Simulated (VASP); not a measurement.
A run of VASP 6.6.1 is set up as follows.

File INCAR:

```
SYSTEM = MoS2
PREC = Accurate
ENCUT = 520
EDIFF = 1E-8
ISMEAR = 0
SIGMA = 0.01
LREAL = .FALSE.
LASPH = .TRUE.
NELM = 100
ALGO = Normal
ISIF = 2
LWAVE = .FALSE.
LCHARG = .TRUE.
IBRION = 8
NSW = 1
LEPSILON = .TRUE.
```

Contents of KPOINTS:

```
Automatic mesh
0
G
  12 12 3
  0 0 0
```

File POSCAR:

```
MoS2
1.0
    3.1222210920      0.0000000000      0.0000000000
   -1.5611105460      2.7039227819      0.0000000000
    0.0000000000      0.0000000000     12.0772324654
Mo S
2 4
Direct
    0.3333333333      0.6666666667      0.2500000000
    0.6666666667      0.3333333333      0.7500000000
    0.3333333333      0.6666666667      0.6213143696
    0.6666666667      0.3333333333      0.1213143696
    0.3333333333      0.6666666667      0.8786856304
    0.6666666667      0.3333333333      0.3786856304
```

Potentials or basis: VASP PAW LDA potentials, release 64 (Mo_sv, S).

Run with:

```bash
$ cat potpaw_LDA.64/Mo_sv/POTCAR potpaw_LDA.64/S/POTCAR > POTCAR
$ mpirun -np 1 vasp_std > vasp.out
```

(1) What does it give for the electronic dielectric tensor (diagonal)?

(2) Predict the Born charges (mean of the diagonal).

(3) Estimate the highest phonon frequency at Γ, LO-TO splitting left out.

Results:

(1) 15.38, 15.38, 7.36.

(2) Mo -1.02; S +0.51 e.

(3) 476 cm⁻¹.
